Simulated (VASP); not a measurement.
Here is a VASP 6.6.1 calculation.

The input INCAR:

```
SYSTEM = WSe
PREC = Accurate
ENCUT = 520
EDIFF = 1E-6
ISMEAR = 0
SIGMA = 0.1
LREAL = .False.
LASPH = .True.
NELM = 150
ALGO = Normal
ISIF = 2
LWAVE = .False.
LCHARG = .False.
ISPIN = 2
MAGMOM = 1 0
LORBIT = 11
LMAXMIX = 4
LDAU = .True.
LDAUTYPE = 2
LDAUL = 2 -1
LDAUU = 6.2 0
LDAUJ = 0 0
LDAUPRINT = 1
GGA = PE
NBANDS = 21
```

File KPOINTS:

```
Automatic mesh
0
Gamma
  12 12 12
  0 0 0
```

The input POSCAR:

```
WSe
1.0
    0.0000000000      2.8710028295      2.8710028295
    2.8710028295      0.0000000000      2.8710028295
    2.8710028295      2.8710028295      0.0000000000
W Se
1 1
Direct
    0.0000000000      0.0000000000      0.0000000000
    0.5000000000      0.5000000000      0.5000000000
```

Potentials or basis: VASP PAW PBE potentials, release 64 (W_sv, Se).

Launch:

```bash
$ cat potpaw_PBE.64/W_sv/POTCAR potpaw_PBE.64/Se/POTCAR > POTCAR
$ mpirun -np 1 vasp_std > vasp.out
```

(1) Predict the pressure.

(2) What does it give for the site moments?

(3) Estimate the net moment.

Answers

(1) -2.6 GPa.

(2) W +3.21; Se -0.08 μB.

(3) 3.94 μB per cell.
